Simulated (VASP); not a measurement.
# CaO (Lime) (Fm-3m) in VASP: further runs

Aim: see how the results for CaO (Lime) move with the level of theory and the settings. Levels: PBE, LDA. Tasks: single point.

All numbers are computed with VASP 6.6.1; they aren't measurements. Logs are shortened: lines on timing, memory, paths and dates and some standing lists are left out, and cuts for length are marked.

## Step 1: The cell of the first run

Symmetry: Fm-3m, No. 225, cubic system. The conventional cell has a = 4.830 Å, b = 4.830 Å, c = 4.830 Å, α = 90.00°, β = 90.00°, γ = 90.00°. Within 3.2 Å of Ca (site symmetry m-3m) lie 6 O at 2.42 Å. O (site symmetry m-3m) has 6 Ca at 2.42 Å within 3.2 Å.

## Step 2: Single point, PBE

Input file INCAR:

```
SYSTEM = CaO
PREC = Accurate
ENCUT = 520
EDIFF = 1E-7
ISMEAR = -1
SIGMA = 0.02
LREAL = .False.
LASPH = .True.
NELM = 80
ALGO = Normal
ISIF = 2
LWAVE = .False.
LCHARG = .True.
GGA = PE
LELF = .True.
LVHAR = .True.
NBANDS = 15
```

Input file KPOINTS:

```
Automatic mesh
0
Gamma
  8 8 8
  0 0 0
```

Input file POSCAR:

```
CaO
1.0
    0.0000000000      2.4150560130      2.4150560130
    2.4150560130      0.0000000000      2.4150560130
    2.4150560130      2.4150560130      0.0000000000
Ca O
1 1
Direct
    0.0000000000      0.0000000000      0.0000000000
    0.5000000000      0.5000000000      0.5000000000
```

Potentials or basis: VASP PAW PBE potentials, release 64 (Ca_sv, O).

The run is started by

```sh
cat potpaw_PBE.64/Ca_sv/POTCAR potpaw_PBE.64/O/POTCAR > POTCAR
mpirun -np 1 vasp_std > vasp.out
```

OUTCAR:

```text
SYSTEM = CaO
   PREC = Accurate
   ENCUT = 520
   EDIFF = 1E-7
   ISMEAR = -1
   LREAL = .False.
   LASPH = .True.
   NELM = 80
   ISIF = 2
   GGA = PE

 ion  position               nearest neighbor table
   1  0.000  0.000  0.000-   2 2.42   2 2.42   2 2.42   2 2.42   2 2.42   2 2.42
   2  0.500  0.500  0.500-   1 2.42   1 2.42   1 2.42   1 2.42   1 2.42   1 2.42

  LATTYP: Found a face centered cubic cell.
 ALAT       =     4.8301120260

  Lattice vectors:

 A1 = (   0.0000000000,   2.4150560130,   2.4150560130)
 A2 = (   2.4150560130,   0.0000000000,   2.4150560130)
 A3 = (   2.4150560130,   2.4150560130,   0.0000000000)

Analysis of symmetry for initial positions (statically):
=====================================================================
 Subroutine PRICEL returns:
 Original cell was already a primitive cell.

 Routine SETGRP: Setting up the symmetry group for a
 face centered cubic supercell.

 Subroutine GETGRP returns: Found 48 space group operations
 (whereof 48 operations were pure point group operations)
 out of a pool of 48 trial point group operations.

The static configuration has the point symmetry O_h .

Analysis of symmetry for dynamics (positions and initial velocities):
=====================================================================
 Subroutine PRICEL returns:
 Original cell was already a primitive cell.

 Routine SETGRP: Setting up the symmetry group for a
 face centered cubic supercell.

 Subroutine GETGRP returns: Found 48 space group operations
 (whereof 48 operations were pure point group operations)
 out of a pool of 48 trial point group operations.

The dynamic configuration has the point symmetry O_h .

 Subroutine INISYM returns: Found 48 space group operations
 (whereof 48 operations are pure point group operations),
 and found     1 'primitive' translations

----------------------------------------------------------------------------------------

                                     Primitive cell

  volume of cell :      28.1716

  direct lattice vectors                    reciprocal lattice vectors
     0.000000000  2.415056013  2.415056013    -0.207034536  0.207034536  0.207034536
     2.415056013  0.000000000  2.415056013     0.207034536 -0.207034536  0.207034536
     2.415056013  2.415056013  0.000000000     0.207034536  0.207034536 -0.207034536

  length of vectors
     3.415404967  3.415404967  3.415404967     0.358594335  0.358594335  0.358594335

  position of ions in fractional coordinates (direct lattice)
     0.000000000  0.000000000  0.000000000
     0.500000000  0.500000000  0.500000000
[... 83 lines left out ...]
   ISIF   =      2    stress and relaxation
   ISYM   =      2    0-nonsym 1-usesym 2-fastsym
   POTIM  = 0.5000    time-step for ionic-motion
   TEBEG  =    0.0;   TEEND  =   0.0 temperature during run
   PSTRESS=    0.0 pullay stress
   NELECT =      16.0000    total number of electrons
   NUPDOWN=      -1.0000    fix difference up-down
   EMIN   =  10.00;   EMAX   =-10.00  energy-range for DOS
   EFERMI =   0.00;   METHOD = LEGACY
   ISMEAR =    -1;   SIGMA  =   0.02  broadening in eV -4-tet -1-fermi 0-gaus
   EFERMI_NEDOS =   21; number of points for ismear=-14 and -15
   IALGO  =     38    algorithm
   IMIX   =      4    mixing-type and parameters
     AMIX     =   0.40;   BMIX     =  1.00
     AMIX_MAG =   1.60;   BMIX_MAG =  1.00
  volume/ion in A,a.u.               =      14.09        95.06
  Fermi-wavevector in a.u.,A,eV,Ry     =   1.355744  2.561984 25.008068  1.838041
  Thomas-Fermi vector in A             =   2.482806
   LORBIT       =      0    0 simple, 1 ext, 2 COOP (PROOUT), +10 PAW based schemes
   GGA     = PE    functional components
   LHFCALC =     F    Hartree Fock is set to
   AEXX    =    0.0000 exact exchange contribution
   IVDW    =     0    specifies the selected vdW correction
   LEPSILON=     F    determine dielectric tensor
   LRPA    =     F    only Hartree local field effects (RPA)
 non-spin polarized calculation
  energy-cutoff  :      520.00
  volume of cell :       28.17
 maximum number of plane-waves:       775
 NGX is ok and might be reduce to    28
   NGX = 13   NGY = 13   NGZ = 13

 number of electron      15.9999999 magnetization

 Free energy of the ion-electron system (eV)
  ---------------------------------------------------
  ext. energy  EPLUGINS =         0.00000000
  ---------------------------------------------------
  free energy    TOTEN  =       -12.80525321 eV

  energy without entropy =      -12.80525321  energy(sigma->0) =      -12.80525321

 E-fermi :   2.7147     XC(G=0): -10.4038

 val. band max:        2.2663183306   @ k =   0.0000   0.0000   0.0000
 cond. band min:       5.9059855215   @ k =   0.5000   0.5000   0.0000
 fundamental gap:      3.6396671909
 Fermi energy:         2.7146567105

 k-point     1 :       0.0000    0.0000    0.0000
  band No.  band energies     occupation
      1     -35.4307      2.00000
      2     -16.2050      2.00000
      3     -16.2050      2.00000
      4     -16.2050      2.00000
      5     -13.2374      2.00000
      6       2.2663      2.00000
      7       2.2663      2.00000
      8       2.2663      2.00000
      9       6.8609      0.00000
     10       8.4556      0.00000
     11       8.4556      0.00000
     12       8.4556      0.00000
     13       9.9337      0.00000
     14       9.9337      0.00000
[... 401 lines left out ...]
      2     -17.0404      2.00000
      3     -16.4322      2.00000
      4     -16.3245      2.00000
      5     -12.3644      2.00000
      6       0.2388      2.00000
      7       1.1527      2.00000
      8       1.2309      2.00000
      9       8.9570      0.00000
     10       9.0361      0.00000
     11      10.9366      0.00000
     12      11.0934      0.00000
     13      12.3567      0.00000
     14      14.0416      0.00000
     15      15.9052      0.00000

 [... further k-points ...]
[... 5 lines left out ...]
  --------------------------------------------------------------------------------------
  -------------------------------------------------------------------------------------
  Total        0.1063169      0.1063169      0.1063169      0.0000000     -0.0000000      0.0000000
  in kB        6.0464611      6.0464611      6.0464611      0.0000000     -0.0000000      0.0000000
  external PRESSURE =       6.0464611 kB  Pullay stress =       0.0000000 kB

 VOLUME and BASIS-vectors are now :
 -----------------------------------------------------------------------------
  energy-cutoff  :      520.00
  volume of cell :       28.17
      direct lattice vectors                 reciprocal lattice vectors
     0.000000000  2.415056013  2.415056013    -0.207034536  0.207034536  0.207034536
     2.415056013  0.000000000  2.415056013     0.207034536 -0.207034536  0.207034536
     2.415056013  2.415056013  0.000000000     0.207034536  0.207034536 -0.207034536

 POSITION                                       TOTAL-FORCE (eV/Angst)
 -----------------------------------------------------------------------------------
      0.00000      0.00000      0.00000        -0.000000     -0.000000     -0.000000
      2.41506      2.41506      2.41506         0.000000      0.000000      0.000000
 -----------------------------------------------------------------------------------
    total drift:                                0.000000      0.000000      0.000000

  FREE ENERGIE OF THE ION-ELECTRON SYSTEM (eV)
  ---------------------------------------------------
  free  energy   TOTEN  =       -12.8052532109 eV

  energy  without entropy=      -12.8052532109  energy(sigma->0) =      -12.80525321
```

Run time: 17 s. Hardware: 1 thread of AMD EPYC 9R45 (Zen 5), shared host; peak memory 0.13 GiB.

What came out:

| Item | Value |
| --- | --- |
| Free energy | -12.8053 eV |
| Pressure | 0.6 GPa |
| Band gap on the k mesh | 3.64 eV, indirect (least direct gap 4.02 eV) |

Levels at points of the mesh, in eV from the valence-band top:
| k point | band 4 | band 5 | band 6 | band 7 | band 8 | band 9 | band 10 | band 11 | band 12 | band 13 |
| --- | --- | --- | --- | --- | --- | --- | --- | --- | --- | --- |
| (0.00, 0.00, 0.00) | -18.47 | -15.50 | 0.00 | 0.00 | 0.00 | 4.59 | 6.19 | 6.19 | 6.19 | 7.67 |
| (0.50, 0.00, 0.00) | -18.52 | -14.37 | -2.60 | -1.17 | -1.17 | 6.98 | 8.27 | 8.27 | 8.39 | 10.30 |
| (0.50, 0.50, 0.00) | -18.69 | -15.26 | -1.31 | -0.38 | -0.38 | 3.64 | 7.94 | 8.81 | 9.43 | 9.43 |

A k mesh can miss the band edges. As with any semilocal functional, this PBE gap is likely too small.

## Step 3: Single point, PBE

This run uses another cell than the first one, of 13.78 Å³/atom, 0.978 times its volume.

Input file INCAR:

```
SYSTEM = CaO
PREC     = Accurate       ! precision mode
ENCUT    = 520            ! plane-wave cutoff, eV
EDIFF    = 1E-6           ! SCF threshold, eV
ISMEAR   = -1             ! smearing method
SIGMA    = 0.02           ! smearing width, eV
LREAL    = .False.        ! projectors in reciprocal space
LASPH    = .True.         ! aspherical terms in the spheres
NELM     = 80             ! most SCF steps
ALGO     = Normal         ! electronic algorithm
ISIF     = 2              ! what is computed and relaxed
LWAVE    = .False.        ! write WAVECAR
LCHARG   = .False.        ! write CHGCAR
GGA      = PE             ! functional
NBANDS   = 15             ! bands
```

Input file KPOINTS:

```
regular mesh
0
Gamma
  10 10 10
  0 0 0
```

Input file POSCAR:

```
CaO
1.0
    0.0000000000      2.3975473904      2.3975473904
    2.3975473904      0.0000000000      2.3975473904
    2.3975473904      2.3975473904      0.0000000000
Ca O
1 1
Direct
    0.0000000000      0.0000000000      0.0000000000
    0.5000000000      0.5000000000      0.5000000000
```

Potentials or basis: VASP PAW PBE potentials, release 64 (Ca_sv, O).

The run is started by

```sh
cat potpaw_PBE.64/Ca_sv/POTCAR potpaw_PBE.64/O/POTCAR > POTCAR
mpirun -np 1 vasp_std > vasp.out
```

It took 21 s on 1 thread of AMD EPYC 9R45 (Zen 5), shared host; peak memory 0.13 GiB.

The run converged. Its results:

```yaml
Free_energy: -12.7977 eV
Pressure: 3.1 GPa
Band_gap_on_the_k_mesh: 3.63 eV, indirect (least direct gap 4.01 eV)
```

Levels at points of the mesh, in eV from the valence-band top:
| k point | band 4 | band 5 | band 6 | band 7 | band 8 | band 9 | band 10 | band 11 | band 12 | band 13 |
| --- | --- | --- | --- | --- | --- | --- | --- | --- | --- | --- |
| (0.00, 0.00, 0.00) | -18.37 | -15.55 | 0.00 | 0.00 | 0.00 | 4.77 | 6.24 | 6.24 | 6.24 | 7.76 |
| (0.50, 0.00, 0.00) | -18.42 | -14.32 | -2.66 | -1.22 | -1.22 | 7.08 | 8.39 | 8.39 | 8.56 | 10.48 |
| (0.50, 0.50, 0.00) | -18.60 | -15.31 | -1.30 | -0.37 | -0.37 | 3.63 | 8.10 | 8.93 | 9.58 | 9.58 |

A k mesh can miss the band edges.

## Step 4: Single point, LDA

This run uses another cell than the first one, of 13.78 Å³/atom, 0.978 times its volume.

Input file INCAR:

```
PREC     = Accurate       # precision mode
ENCUT    = 520            # plane-wave cutoff, eV
EDIFF    = 1E-6           # SCF threshold, eV
ISMEAR   = 0              # smearing method
SIGMA    = 0.01           # smearing width, eV
LREAL    = False          # projectors in reciprocal space
LASPH    = True           # aspherical terms in the spheres
NELM     = 60             # most SCF steps
ALGO     = Normal         # electronic algorithm
ISIF     = 2              # what is computed and relaxed
LWAVE    = False          # write WAVECAR
LCHARG   = True           # write CHGCAR
GGA      = CA             # functional
LELF     = True           # ELF
LVHAR    = True         
NBANDS   = 15             # bands
```

Input file KPOINTS:

```
regular mesh
0
Gamma
  10 10 10
```

POSCAR is that of step 3.

Potentials or basis: VASP PAW LDA potentials, release 64 (Ca_sv, O).

The run is started by

```sh
cat potpaw_LDA.64/Ca_sv/POTCAR potpaw_LDA.64/O/POTCAR > POTCAR
mpirun -np 1 vasp_std > vasp.out
```

It took 23 s on 1 thread of AMD EPYC 9R45 (Zen 5), shared host; peak memory 0.12 GiB.

The run converged. Its results:

* Free energy: -14.1995 eV
* Pressure: -5.5 GPa
* Band gap on the k mesh: 3.46 eV, indirect (least direct gap 3.83 eV)

Levels at points of the mesh, in eV from the valence-band top:
| k point | band 4 | band 5 | band 6 | band 7 | band 8 | band 9 | band 10 | band 11 | band 12 | band 13 |
| --- | --- | --- | --- | --- | --- | --- | --- | --- | --- | --- |
| (0.00, 0.00, 0.00) | -18.07 | -15.22 | 0.00 | 0.00 | 0.00 | 4.62 | 6.13 | 6.13 | 6.13 | 7.70 |
| (0.50, 0.00, 0.00) | -18.13 | -13.94 | -2.73 | -1.25 | -1.25 | 6.99 | 8.34 | 8.34 | 8.37 | 10.49 |
| (0.50, 0.50, 0.00) | -18.32 | -14.97 | -1.31 | -0.37 | -0.37 | 3.46 | 8.07 | 8.92 | 9.59 | 9.59 |

A k mesh can miss the band edges. LDA gaps usually lie below the measured ones, often by a third to a half.

## Step 5: The runs side by side

| level | potentials or basis | cell | k mesh | smearing | gap on the mesh (eV) | pressure (GPa) |
| --- | --- | --- | --- | --- | --- | --- |
| PBE | VASP PAW PBE potentials, release 64 (Ca_sv, O) | a = 3.415 Å, angles 60.0°, 2 atoms | 8 × 8 × 8 | fermi-dirac 0.02 eV | 3.64 | 0.6 |
| PBE | VASP PAW PBE potentials, release 64 (Ca_sv, O) | a = 3.391 Å, angles 60.0°, 2 atoms | 10 × 10 × 10 | fermi-dirac 0.02 eV | 3.63 | 3.1 |
| LDA | VASP PAW LDA potentials, release 64 (Ca_sv, O) | a = 3.391 Å, angles 60.0°, 2 atoms | 10 × 10 × 10 | gaussian 0.01 eV | 3.46 | -5.5 |

Alike in all rows: task single point; no spin polarisation; cutoff (eV) 520.

Total energies depend on the potentials used, so only differences within one code and one set of settings carry meaning.
